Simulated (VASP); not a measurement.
## ZnS: single point with r2SCAN

Crystal: ZnS.

```
Zn S
1.0
     3.77489    0.00000    0.00000
    -1.88744    3.26915    0.00000
     0.00000    0.00000    6.19768
Zn S
2 2
Direct
  0.33333 0.66667 0.00550
  0.66667 0.33333 0.50550
  0.33333 0.66667 0.37950
  0.66667 0.33333 0.87950
```

| Quantity | Value |
| --- | --- |
| Program | VASP 6.6.1 |
| Task | single point |
| Functional | r2SCAN |
| Potentials or basis | VASP PAW PBE potentials, release 64 (Zn, S) |
| Cutoff | 520 eV |
| k mesh | 6 × 6 × 4 |
| Occupations | gaussian, width 0.01 eV |
| Spin | no spin polarisation |

```json
{
  "Pressure": "2.1 GPa",
  "Largest force": "0.003 eV/Å",
  "Band gap on the k mesh": "2.90 eV, direct"
}
```

Forces on the atoms (eV/Å):
```
Zn   0.000  0.000 -0.003
Zn   0.000  0.000 -0.003
S    0.000  0.000  0.003
S    0.000  0.000  0.003
```

Levels at points of the mesh, in eV from the valence-band top:
| k point | band 16 | band 17 | band 18 | band 19 | band 20 | band 21 |
| --- | --- | --- | --- | --- | --- | --- |
| (0.00, 0.00, 0.00) | -0.09 | 0.00 | 0.00 | 2.90 | 3.67 | 6.78 |
| (0.50, 0.00, 0.00) | -2.40 | -1.80 | -0.95 | 4.02 | 4.84 | 5.42 |
| (0.00, 0.00, 0.50) | -0.50 | -0.50 | -0.50 | 4.19 | 4.19 | 7.25 |
| (0.50, 0.00, 0.50) | -1.75 | -1.73 | -1.73 | 3.96 | 3.96 | 5.64 |

It took 2 min on 1 thread of Intel(R) Xeon(R) Platinum 8488C (Sapphire Rapids) (shared host), peak memory 0.21 GiB.

Caveat: the PAW data sets were made with another functional, which shifts forces and pressure a little. r2SCAN opens gaps a little over a GGA but as a rule still falls short of measured ones.
